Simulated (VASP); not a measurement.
# BAs (Pm-3m) in VASP: settings compared

The runs below take BAs through single point, with r2SCAN50, HF.

Everything below comes from runs of VASP 6.6.1. Logs are shortened: lines on timing, memory, paths and dates and some standing lists are left out, and cuts for length are marked.

**1. The cell of the first run**

Symmetry: Pm-3m, No. 221, cubic system. Conventional cell: a = 2.957 Å, b = 2.957 Å, c = 2.957 Å, α = 90.00°, β = 90.00°, γ = 90.00°. B (site symmetry m-3m) has 8 As at 2.56 Å and 6 B at 2.96 Å within 3.4 Å. As (site symmetry m-3m) has 8 B at 2.56 Å and 6 As at 2.96 Å within 3.4 Å.

**2. Single point, r2SCAN50**

Contents of POSCAR:

```
BAs
1.0
    2.9570103300      0.0000000000      0.0000000000
    0.0000000000      2.9570103300      0.0000000000
    0.0000000000      0.0000000000      2.9570103300
B As
1 1
Direct
    0.5000000000      0.5000000000      0.5000000000
    0.0000000000      0.0000000000      0.0000000000
```

Contents of INCAR.step1:

```
  ALGO = Normal
  EDIFF = 1E-5
  ENCUT = 460
  GGA = PE
  GGA_COMPAT = False
  ISIF = 2
  ISMEAR = -1
  LASPH = True
  LCHARG = False
  LREAL = False
  LWAVE = True
  NBANDS = 16
  NELM = 120
  PREC = Accurate
  SIGMA = 0.05
```

Contents of INCAR.step2:

```
  AEXX = 0.5
  ALGO = Normal
  EDIFF = 1E-6
  ENCUT = 460
  GGA_COMPAT = False
  ISIF = 2
  ISMEAR = -1
  ISTART = 1
  LASPH = True
  LCHARG = False
  LHFCALC = True
  LMIXTAU = True
  LREAL = False
  LWAVE = False
  METAGGA = R2SCAN
  NBANDS = 16
  NELM = 120
  PREC = Accurate
  PRECFOCK = Normal
  SIGMA = 0.05
```

Contents of KPOINTS:

```
k-points
0
Gamma
  5 5 5
```

Potentials or basis: VASP PAW PBE potentials, release 64 (B, As_d).

Launch:

```console
$ cat potpaw_PBE.64/B/POTCAR potpaw_PBE.64/As_d/POTCAR > POTCAR
$ cp INCAR.step1 INCAR
$ mpirun -np 1 vasp_std > vasp.out
$ cp INCAR.step2 INCAR
$ mpirun -np 1 vasp_std > vasp.out
```

OUTCAR:

```text
AEXX = 0.5
   EDIFF = 1E-6
   ENCUT = 460
   ISIF = 2
   ISMEAR = -1
   ISTART = 1
   LASPH = True
   LHFCALC = True
   LREAL = False
   METAGGA = R2SCAN
   NELM = 120
   PREC = Accurate
   PRECFOCK = Normal

 ion  position               nearest neighbor table
   1  0.500  0.500  0.500-
   2  0.000  0.000  0.000-

  LATTYP: Found a simple cubic cell.
 ALAT       =     2.9570103300

  Lattice vectors:

 A1 = (   2.9570103300,   0.0000000000,   0.0000000000)
 A2 = (   0.0000000000,   2.9570103300,   0.0000000000)
 A3 = (   0.0000000000,   0.0000000000,   2.9570103300)

Analysis of symmetry for initial positions (statically):
=====================================================================
 Subroutine PRICEL returns:
 Original cell was already a primitive cell.

 Routine SETGRP: Setting up the symmetry group for a
 simple cubic supercell.

 Subroutine GETGRP returns: Found 48 space group operations
 (whereof 48 operations were pure point group operations)
 out of a pool of 48 trial point group operations.

The static configuration has the point symmetry O_h .

Analysis of symmetry for dynamics (positions and initial velocities):
=====================================================================
 Subroutine PRICEL returns:
 Original cell was already a primitive cell.

 Routine SETGRP: Setting up the symmetry group for a
 simple cubic supercell.

 Subroutine GETGRP returns: Found 48 space group operations
 (whereof 48 operations were pure point group operations)
 out of a pool of 48 trial point group operations.

The dynamic configuration has the point symmetry O_h .

 Subroutine INISYM returns: Found 48 space group operations
 (whereof 48 operations are pure point group operations),
 and found     1 'primitive' translations

----------------------------------------------------------------------------------------

                                     Primitive cell

  volume of cell :      25.8558

  direct lattice vectors                    reciprocal lattice vectors
     2.957010330  0.000000000  0.000000000     0.338179407  0.000000000  0.000000000
     0.000000000  2.957010330  0.000000000     0.000000000  0.338179407  0.000000000
     0.000000000  0.000000000  2.957010330     0.000000000  0.000000000  0.338179407

  length of vectors
     2.957010330  2.957010330  2.957010330     0.338179407  0.338179407  0.338179407

  position of ions in fractional coordinates (direct lattice)
     0.500000000  0.500000000  0.500000000
     0.000000000  0.000000000  0.000000000

  ion indices of the primitive-cell ions
   primitive index   ion index
                 1           1
                 2           2

----------------------------------------------------------------------------------------

 KPOINTS: k-points

Automatic generation of k-mesh.
 Grid dimensions read from file:
 generate k-points for:    5    5    5

 Generating k-lattice:

  Cartesian coordinates                     Fractional coordinates (reciprocal lattice)
     0.067635881  0.000000000  0.000000000     0.200000000  0.000000000  0.000000000
     0.000000000  0.067635881  0.000000000     0.000000000  0.200000000  0.000000000
     0.000000000  0.000000000  0.067635881     0.000000000  0.000000000  0.200000000

  Length of vectors
     0.067635881  0.067635881  0.067635881

  Shift w.r.t. Gamma in fractional coordinates (k-lattice)
     0.000000000  0.000000000  0.000000000

 Subroutine IBZKPT returns following result:
 ===========================================

 Found     10 irreducible k-points:

 Following reciprocal coordinates:
            Coordinates               Weight
  0.000000  0.000000  0.000000      1.000000
  0.200000  0.000000  0.000000      6.000000
  0.400000  0.000000  0.000000      6.000000
  0.200000  0.200000  0.000000     12.000000
  0.400000  0.200000  0.000000     24.000000
  0.400000  0.400000  0.000000     12.000000
  0.200000  0.200000  0.200000      8.000000
  0.400000  0.200000  0.200000     24.000000
  0.400000  0.400000  0.200000     24.000000
  0.400000  0.400000  0.400000      8.000000
   k-points           NKPTS =     10   k-points in BZ     NKDIM =    125   number of bands    NBANDS=     16
   number of dos      NEDOS =    301   number of ions     NIONS =      2
   total plane-waves  NPLWV =  13824
   dimension x,y,z NGX =    24 NGY =   24 NGZ =   24
   dimension x,y,z NGXF=    48 NGYF=   48 NGZF=   48
   ions per type =               1   1
   NGX,Y,Z   is equivalent  to a cutoff of  13.49, 13.49, 13.49 a.u.
   NGXF,Y,Z  is equivalent  to a cutoff of  26.99, 26.99, 26.99 a.u.
 SYSTEM =  unknown system
   PREC   = accura    normal or accurate (medium, high low for compatibility)
   ISTART =      1    job   : 0-new  1-cont  2-samecut
   ICHARG =      0    charge: 1-file 2-atom 10-const
   ISPIN  =      1    spin polarized calculation?
   LNONCOLLINEAR =      F non collinear calculations
   LSORBIT =      F    spin-orbit coupling
   LASPH  =      T    aspherical Exc in radial PAW
   ENCUT  =  460.0 eV  33.81 Ry    5.81 a.u.   5.17  5.17  5.17*2*pi/ulx,y,z
   NELM   =    120;   NELMIN=  2; NELMDL=  0     # of ELM steps
   EDIFF  = 0.1E-05   stopping-criterion for ELM
   LREAL  =      F    real-space projection
   EDIFFG = 0.1E-04   stopping-criterion for IOM
   NSW    =      0    number of steps for IOM
   IBRION =     -1    ionic relax: 0-MD 1-quasi-New 2-CG
   NFREE  =      0    steps in history (QN), initial steepest desc. (CG)
   ISIF   =      2    stress and relaxation
   ISYM   =      3    0-nonsym 1-usesym 2-fastsym
   POTIM  = 0.5000    time-step for ionic-motion
   TEBEG  =    0.0;   TEEND  =   0.0 temperature during run
   PSTRESS=    0.0 pullay stress
   NELECT =      18.0000    total number of electrons
   NUPDOWN=      -1.0000    fix difference up-down
   EMIN   =  10.00;   EMAX   =-10.00  energy-range for DOS
   EFERMI =   0.00;   METHOD = LEGACY
   ISMEAR =    -1;   SIGMA  =   0.05  broadening in eV -4-tet -1-fermi 0-gaus
   EFERMI_NEDOS =   21; number of points for ismear=-14 and -15
   IALGO  =     38    algorithm
   IMIX   =      1    mixing-type and parameters
     AMIX     =   0.40;   BMIX     =  1.00
     AMIX_MAG =   1.60;   BMIX_MAG =  1.00
  volume/ion in A,a.u.               =      12.93        87.24
  Fermi-wavevector in a.u.,A,eV,Ry     =   1.450929  2.741858 28.642916  2.105195
  Thomas-Fermi vector in A             =   2.568485
   LORBIT       =      0    0 simple, 1 ext, 2 COOP (PROOUT), +10 PAW based schemes
   METAGGA = R2SCAN    functional components
   LHFCALC =     T    Hartree Fock is set to
   PRECFOCK=normal    Normal, Fast or Accurate (Low or Medium for compatibility)
   ENCUT4O =  -1.0   cutoff for four orbital integrals eV
   NKREDX  =     1    reduce k-point grid by
   NKREDY  =     1    reduce k-point grid by
   NKREDZ  =     1    reduce k-point grid by
   AEXX    =    0.5000 exact exchange contribution
   HFSCREEN=    0.0000 screening length (either q_TF or 0.3 A-1)
   HFSCREENC=   0.0000 screening length for correlation (either q_TF or 0.3 A-1)
   ENCUTFOCK=  -1.0 apply spherical cutoff to Coloumb kernel
   IVDW    =     0    specifies the selected vdW correction
   LEPSILON=     F    determine dielectric tensor
   LRPA    =     F    only Hartree local field effects (RPA)
 non-spin polarized calculation
  energy-cutoff  :      460.00
  volume of cell :       25.86
 maximum number of plane-waves:       588
 NGX is ok and might be reduce to    24
  NGX = 16; NGY = 16; NGZ = 16

 number of electron      18.0000013 magnetization

 Free energy of the ion-electron system (eV)
  ---------------------------------------------------
  ext. energy  EPLUGINS =         0.00000000
  ---------------------------------------------------
  free energy    TOTEN  =       -18.46316256 eV

  energy without entropy =      -18.45982614  energy(sigma->0) =      -18.46149435

 E-fermi :   5.0725     XC(G=0):  -7.1539

 val. band max:        4.9156571194   @ k =   0.4000   0.4000   0.2000
 cond. band min:       6.6624448697   @ k =   0.2000   0.2000   0.0000
 fundamental gap:      1.7467877502
 Fermi energy:         5.0725371580

 k-point     1 :       0.0000    0.0000    0.0000
  band No.  band energies     occupation
      1     -39.8858      2.00000
      2     -39.8858      2.00000
      3     -39.8485      2.00000
      4     -39.8485      2.00000
      5     -39.8485      2.00000
      6     -15.0286      2.00000
[... 8 lines left out ...]
     15      17.9823      0.00000
     16      28.2448      0.00000

 k-point     2 :       0.2000    0.0000    0.0000
  band No.  band energies     occupation
      1     -39.8853      2.00000
      2     -39.8725      2.00000
      3     -39.8529      2.00000
      4     -39.8529      2.00000
      5     -39.8479      2.00000
      6     -14.2651      2.00000
[... 8 lines left out ...]
     15      17.9416      0.00000
     16      24.8537      0.00000

 k-point     3 :       0.4000    0.0000    0.0000
  band No.  band energies     occupation
      1     -39.8844      2.00000
      2     -39.8599      2.00000
      3     -39.8599      2.00000
      4     -39.8510      2.00000
      5     -39.8471      2.00000
      6     -12.1315      2.00000
[... 8 lines left out ...]
     15      19.8263      0.00000
     16      25.5179      0.00000

 k-point     4 :       0.2000    0.2000    0.0000
  band No.  band energies     occupation
      1     -39.8785      2.00000
      2     -39.8655      2.00000
      3     -39.8575      2.00000
      4     -39.8525      2.00000
      5     -39.8522      2.00000
      6     -13.4979      2.00000
[... 8 lines left out ...]
     15      19.6801      0.00000
     16      23.5414      0.00000
[... 58 lines left out ...]
 k-point     8 :       0.4000    0.2000    0.2000
  band No.  band energies     occupation
      1     -39.8646      2.00000
      2     -39.8644      2.00000
      3     -39.8642      2.00000
      4     -39.8561      2.00000
      5     -39.8436      2.00000
      6     -10.5779      2.00000
[... 8 lines left out ...]
     15      23.2704      0.00000
     16      23.5092      0.00000

 k-point     9 :       0.4000    0.4000    0.2000
  band No.  band energies     occupation
      1     -39.8723      2.00000
      2     -39.8634      2.00000
      3     -39.8633      2.00000
      4     -39.8536      2.00000
      5     -39.8326      2.00000
      6      -8.4218      2.00000
[... 8 lines left out ...]
     15      24.8979      0.00000
     16      24.9431      0.00000

 k-point    10 :       0.4000    0.4000    0.4000
  band No.  band energies     occupation
      1     -39.8713      2.00000
      2     -39.8713      2.00000
      3     -39.8713      2.00000
      4     -39.8323      2.00000
      5     -39.8323      2.00000
      6      -6.3360      2.00000
[... 8 lines left out ...]
     15      27.9149      0.00000
     16      27.9149      0.00000

------------------------ aborting loop because EDIFF is reached ----------------------------------------

  FORCE on cell =-STRESS in cart. coord.  units (eV):
  Direction    XX          YY          ZZ          XY          YZ          ZX
  --------------------------------------------------------------------------------------
  -------------------------------------------------------------------------------------
  Total       -2.0210151     -2.0210151     -2.0210151      0.0000000      0.0000000      0.0000000
  in kB     -125.2338164   -125.2338164   -125.2338164      0.0000000      0.0000000      0.0000000
  external PRESSURE =    -125.2338164 kB  Pullay stress =       0.0000000 kB

 VOLUME and BASIS-vectors are now :
 -----------------------------------------------------------------------------
  energy-cutoff  :      460.00
  volume of cell :       25.86
      direct lattice vectors                 reciprocal lattice vectors
     2.957010330  0.000000000  0.000000000     0.338179407  0.000000000  0.000000000
     0.000000000  2.957010330  0.000000000     0.000000000  0.338179407  0.000000000
     0.000000000  0.000000000  2.957010330     0.000000000  0.000000000  0.338179407

 POSITION                                       TOTAL-FORCE (eV/Angst)
 -----------------------------------------------------------------------------------
      1.47851      1.47851      1.47851         0.000000      0.000000      0.000000
      0.00000      0.00000      0.00000         0.000000      0.000000      0.000000
 -----------------------------------------------------------------------------------
    total drift:                                0.000001     -0.000000     -0.000000

  FREE ENERGIE OF THE ION-ELECTRON SYSTEM (eV)
  ---------------------------------------------------
  free  energy   TOTEN  =       -18.4631625637 eV

  energy  without entropy=      -18.4598261374  energy(sigma->0) =      -18.46149435
```

Run time: 3.8 min. Hardware: 1 thread of Intel Xeon Platinum 8559C (Emerald Rapids), shared host; peak memory 0.14 GiB.

Results:

```
Free energy            : -18.4632 eV
Pressure               : -12.5 GPa
Band gap on the k mesh : zero (bands 9 and 10 overlap by 6.14 eV)
```

Caveat: the k points lie up to 0.42 Å⁻¹ apart, too coarse for converged energies and pressures of a metal; the PAW data sets were made with another functional, which shifts forces and pressure a little.

**3. Single point, HF**

POSCAR is that of step 2.

Contents of INCAR.step1:

```
SYSTEM = BAs
  ALGO = Normal
  EDIFF = 1E-5
  ENCUT = 420
  GGA = PE
  GGA_COMPAT = .FALSE.
  ISIF = 2
  ISMEAR = -1
  LASPH = .TRUE.
  LCHARG = .FALSE.
  LREAL = .FALSE.
  LWAVE = .TRUE.
  NBANDS = 16
  NELM = 120
  PREC = Accurate
  SIGMA = 0.05
```

Contents of INCAR.step2:

```
SYSTEM = BAs
  AEXX = 1.0
  AGGAC = 0.0
  ALDAC = 0.0
  ALGO = Normal
  EDIFF = 1E-6
  ENCUT = 420
  GGA = PE
  GGA_COMPAT = .FALSE.
  ISIF = 2
  ISMEAR = -1
  ISTART = 1
  LASPH = .TRUE.
  LCHARG = .FALSE.
  LHFCALC = .TRUE.
  LREAL = .FALSE.
  LWAVE = .FALSE.
  NBANDS = 16
  NELM = 120
  PREC = Accurate
  PRECFOCK = Normal
  SIGMA = 0.05
```

Contents of KPOINTS:

```
k-points
0
G
  5 5 5
  0 0 0
```

Potentials or basis: VASP PAW PBE potentials, release 64 (B, As_d).

Launch:

```console
$ cat potpaw_PBE.64/B/POTCAR potpaw_PBE.64/As_d/POTCAR > POTCAR
$ cp INCAR.step1 INCAR
$ mpirun -np 1 vasp_std > vasp.out
$ cp INCAR.step2 INCAR
$ mpirun -np 1 vasp_std > vasp.out
```

Run time: 4.5 min. Hardware: 1 thread of Intel Xeon Platinum 8488C (Sapphire Rapids), shared host; peak memory 0.13 GiB.

The run converged. Its results:

- Free energy: -14.2908 eV
- Pressure: -0.8 GPa
- Band gap on the k mesh: zero (bands 9 and 10 overlap by 8.63 eV)

Levels at points of the mesh, in eV from the Fermi level:
| k point | band 7 | band 8 | band 9 | band 10 | band 11 | band 12 |
| --- | --- | --- | --- | --- | --- | --- |
| (0.00, 0.00, 0.00) | -2.04 | -2.04 | -2.04 | -0.56 | 10.18 | 10.18 |

Caveat: the k points lie up to 0.42 Å⁻¹ apart, too coarse for converged energies and pressures of a metal; the PAW data sets were made with another functional, which shifts forces and pressure a little.

The gap in the log of VASP goes by the Fermi energy; the results here count the filled bands.